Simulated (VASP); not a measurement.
Input of a VASP 6.6.1 run:

The input INCAR:

```
PREC = Accurate ; ENCUT = 520
EDIFF = 1E-7 ; ISMEAR = -1
SIGMA = 0.05 ; LREAL = False
LASPH = True ; NELM = 60
ALGO = Normal ; ISIF = 2
LWAVE = False ; LCHARG = True
GGA = CA ; LELF = True
LVHAR = True ; NBANDS = 16
```

The input KPOINTS:

```
regular mesh
0
Gamma
  12 12 12
```

The input POSCAR:

```
CdSe
1.0
    0.0000000000      3.0043813692      3.0043813692
    3.0043813692      0.0000000000      3.0043813692
    3.0043813692      3.0043813692      0.0000000000
Cd Se
1 1
Direct
    0.0000000000      0.0000000000      0.0000000000
    0.2500000000      0.2500000000      0.2500000000
```

Potentials or basis: VASP PAW LDA potentials, release 64 (Cd, Se).

Run with:

```console
$ cat potpaw_LDA.64/Cd/POTCAR potpaw_LDA.64/Se/POTCAR > POTCAR
$ mpirun -np 1 vasp_std > vasp.out
```

Task: What does it give for the pressure?

Result: 0.5 GPa.

Task: What does it give for the band gap on the k mesh?

Result: 0.44 eV, direct.
